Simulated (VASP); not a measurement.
Input of a VASP 6.6.1 run:

The input POSCAR:

```
GaAs
1.0
    0.0000000000      2.8822925071      2.8822925071
    2.8822925071      0.0000000000      2.8822925071
    2.8822925071      2.8822925071      0.0000000000
As Ga
1 1
Direct
    0.7500000000      0.7500000000      0.7500000000
    0.0000000000      0.0000000000      0.0000000000
```

The input INCAR.step1:

```
SYSTEM = GaAs
ALGO = Normal ; EDIFF = 1E-5
ENCUT = 520 ; GGA = PE
ISIF = 2 ; ISMEAR = -1
LASPH = .TRUE. ; LCHARG = .FALSE.
LREAL = .FALSE. ; LWAVE = .TRUE.
NBANDS = 16 ; NELM = 100
PREC = Accurate ; SIGMA = 0.05
```

The input INCAR.step2:

```
SYSTEM = GaAs
AEXX = 1.0 ; AGGAC = 0.0
ALDAC = 0.0 ; ALGO = Normal
EDIFF = 1E-6 ; ENCUT = 520
GGA = PE ; ISIF = 2
ISMEAR = -1 ; ISTART = 1
LASPH = .TRUE. ; LCHARG = .FALSE.
LHFCALC = .TRUE. ; LREAL = .FALSE.
LWAVE = .FALSE. ; NBANDS = 16
NELM = 100 ; PREC = Accurate
PRECFOCK = Normal ; SIGMA = 0.05
```

File KPOINTS:

```
k-points
0
G
  4 4 4
  0 0 0
```

Potentials or basis: VASP PAW PBE potentials, release 64 (As, Ga_d).

Command:

```console
$ cat potpaw_PBE.64/As/POTCAR potpaw_PBE.64/Ga_d/POTCAR > POTCAR
$ cp INCAR.step1 INCAR
$ mpirun -np 1 vasp_std > vasp.out
$ cp INCAR.step2 INCAR
$ mpirun -np 1 vasp_std > vasp.out
```

Task: What does it give for the band gap on the k mesh?

Result: 7.25 eV.

Task: Predict the pressure.

Result: -1.5 GPa.

Caveat: the k points lie up to 0.47 Å⁻¹ apart; the PAW data sets were made with another functional, which shifts forces and pressure a little. A k mesh can miss the band edges.
